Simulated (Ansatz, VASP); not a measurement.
# One calculation of Rh, two programs

Contents of INCAR:

```
SYSTEM = Rh
ALGO = Fast
EDIFF = 1E-7
ENCUT = 520
GGA = PS
ISIF = 2
ISMEAR = 0
LASPH = .TRUE.
LCHARG = .TRUE.
LELF = .TRUE.
LREAL = .FALSE.
LVHAR = .TRUE.
LWAVE = .FALSE.
NBANDS = 22
NELM = 60
PREC = Accurate
SIGMA = 0.15
```

Contents of KPOINTS:

```
k-points
0
G
  18 18 12
  0 0 0
```

The input POSCAR:

```
Rh
1.0
    2.7309790422      0.0000000000      0.0000000000
   -1.3654895211      2.3650972278      0.0000000000
    0.0000000000      0.0000000000      4.4284890000
Rh
2
Direct
    0.4933936120      0.2064886538      0.7500000000
    0.3333333333      0.6666666667      0.2500000000
```

Input for Ansatz:

```yaml
crystal:
  lattice:
    - [2.7309790422, 0.0, 0.0]
    - [-1.3654895211, 2.3650972278, 0.0]
    - [0.0, 0.0, 4.428489]
  atoms:
    - { symbol: Rh, position: [0.493393612, 0.2064886538, 0.75] }
    - { symbol: Rh, position: [0.3333333333, 0.6666666667, 0.25] }
basis:
  ecutwfc: 420
kpoints:
  mp_grid: { grid: [18, 18, 12] }
hamiltonian:
  xc: pbesol
scf:
  occupations: { method: gaussian, width: 0.15 }
output:
  forces: true
  stress: true
  eigenvalues: true
```

Alike in both runs: task single point; functional PBEsol; k mesh 18 × 18 × 12; occupations gaussian, width 0.15 eV; no spin polarisation.

|  | VASP | Ansatz |
| --- | --- | --- |
| version | VASP 6.6.1 | Ansatz 0.2.0 |
| potentials or method | VASP PAW PBE potentials, release 64 (Rh_pv), cutoff 520 eV | scalar-relativistic, plane waves, PAW |
| valence electrons in the cell | 30 | 34 |

Ansatz gave:

```
gap on the k mesh at the Fermi level (eV)                     : none
pressure (GPa)                                                : -9.7
traceless stress, the component that is largest in VASP (GPa) : 6.87
rms of the force components (eV/Å)                            : 0.565
```

Problem. Estimate VASP's values.

Solution. gap on the k mesh at the Fermi level (eV): none; pressure (GPa): -9.7; traceless stress, the component that is largest in VASP (GPa): 6.82; rms of the force components (eV/Å): 0.567.

VASP's potentials were made for PBE, not for PBEsol. Atom by atom the forces differ by 0.002 eV/Å (rms over components). A gap of «none» marks a metal or a gap that the smearing closes. VASP's potentials hold 30 valence electrons a cell and Ansatz's 34, so a difference there can come from the potentials and not from the codes.
